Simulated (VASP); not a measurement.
Al2Au: single point with PBE

Crystal: Al2Au.

```
Al Au
1.0
     0.00000    3.00000    3.00000
     3.00000    0.00000    3.00000
     3.00000    3.00000    0.00000
Al Au
2 1
Direct
  0.25000 0.25000 0.25000
  0.75000 0.75000 0.75000
  0.00000 0.00000 0.00000
```

```yaml
Program: VASP 6.6.1
Task: single point
Functional: PBE
Potentials_or_basis: VASP PAW PBE potentials, release 64 (Al, Au)
Cutoff: 500 eV
k_mesh: 3 × 3 × 3
Occupations: gaussian, width 0.1 eV
Spin: no spin polarisation
Dipole_correction: no
Further_INCAR_settings: ALGO = Normal; EDIFF = 1e-06; NBANDS = 16
```

| Quantity | Value |
| --- | --- |
| Pressure | 1.3 GPa |

Levels at points of the mesh, in eV from the Fermi level:
```csv
k point,band 4,band 5,band 6,band 7,band 8,band 9,band 10,band 11,band 12,band 13
"(0.00, 0.00, 0.00)",-7.47,-6.52,-6.52,1.45,2.15,2.15,2.15,3.08,3.08,3.08
```

It took 9.1 s on 1 thread of Intel Xeon 6975P-C, with other jobs on the host, peak memory 0.17 GiB.

Caveat: the k points lie up to 0.60 Å⁻¹ apart; spin-orbit coupling is left out, which moves the levels of the heavy elements.
